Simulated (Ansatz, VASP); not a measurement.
# Ti: VASP beside Ansatz

```
Ti
1.0
     0.00000    1.99955    2.03000
     1.99955    0.00000    2.03000
     1.99955    1.99955    0.00000
Ti
1
Direct
  0.00000 0.00000 0.00000
```

Change from the starting cell: strain -0.015 along x and y, +0.000 along z, atoms carried along.

Alike in both runs: task single point; functional r2SCAN; k mesh 20 × 20 × 20; occupations gaussian, width 0.15 eV; no spin polarisation.

|  | VASP | Ansatz |
| --- | --- | --- |
| version | VASP 6.6.1 | Ansatz 0.2.0 |
| potentials or method | VASP PAW PBE potentials, release 64 (Ti_sv), cutoff 520 eV | scalar-relativistic, plane waves, PAW |
| valence electrons in the cell | 12 | 12 |

|  | VASP | Ansatz | Ansatz less VASP |
| --- | --- | --- | --- |
| gap on the k mesh at the Fermi level (eV) | none | none | - |
| pressure (GPa) | 8.9 | 8.4 | -0.48 |
| traceless stress, the component that is largest in VASP (GPa) | -0.34 | -0.33 | +0.005 |

VASP's potentials were made for PBE, not for r2SCAN. A gap of «none» marks a metal or a gap that the smearing closes. The functional is the same, so the differences come from potentials, cutoffs and numerics.
